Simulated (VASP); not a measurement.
Write the native input for VASP 6.6.1 that does the following.

- Task: relaxation of cell and atoms
- Functional: PBE
- Potentials or basis: VASP PAW PBE potentials, release 64 (Y_sv, Zn)
- Cutoff: 500 eV
- k mesh: 4 × 4 × 4
- Occupations: gaussian, width 0.1 eV
- Spin: no spin polarisation
- Dipole correction: no
- Further INCAR settings: ALGO = Normal; EDIFF = 1e-07; IBRION = 2; EDIFFG = -0.04; NSW = 90; ISIF = 3

The structure of Y2Zn lies in POSCAR:

```
Y2Zn
1.0
    4.6442072094      0.0000000000      0.0000000000
    0.0000000000      4.6442072094      0.0000000000
    0.0000000000      0.0000000000      6.6858710055
Y Zn
4 2
Direct
    0.0000000000      0.5000000000      0.2030000000
    0.0000000000      0.5000000000      0.7030000000
    0.5000000000      0.0000000000      0.2970000000
    0.5000000000      0.0000000000      0.7970000000
    0.0000000000      0.0000000000      0.0000000000
    0.5000000000      0.5000000000      0.5000000000
```

One way to write it, as run:

INCAR

```
SYSTEM = Y2Zn
PREC = Accurate ; ENCUT = 500
EDIFF = 1E-7 ; ISMEAR = 0
SIGMA = 0.1 ; LREAL = .False.
LASPH = .True. ; NELM = 120
ALGO = Normal ; ISIF = 3
LWAVE = .False. ; LCHARG = .False.
GGA = PE ; IBRION = 2
NSW = 90 ; EDIFFG = -0.04
GGA_COMPAT = .False. ; NELMIN = 4
```

KPOINTS

```
Automatic mesh
0
Gamma
  4 4 4
  0 0 0
```

Potentials or basis: VASP PAW PBE potentials, release 64 (Y_sv, Zn).

Launch:

```bash
$ cat potpaw_PBE.64/Y_sv/POTCAR potpaw_PBE.64/Zn/POTCAR > POTCAR
$ mpirun -np 1 vasp_std > vasp.out
```

Results of the run:

The relaxed volume is 28.92 Å³/atom. The relaxed cell is a = 4.936 Å, b = 4.936 Å, c = 7.122 Å, α = 90.00°, β = 90.00°, γ = 90.00°. The space group after relaxing (to 0.1 Å) is P4_2/nmc (No. 137). The energy gained by relaxing is 163.1 meV/atom. The ionic steps are 8. The pressure after relaxing is 0.1 GPa and the largest force after relaxing is 0.037 eV/Å. The band gap on the k mesh is zero (bands 34 and 35 overlap by 0.14 eV).

Caveat: the volume moved by over 15 % at a fixed basis, so the end points are rough.

Wall time 5.2 min on 1 thread of Intel(R) Xeon(R) 6975P-C (Granite Rapids) (shared host), peak memory 0.3 GiB.
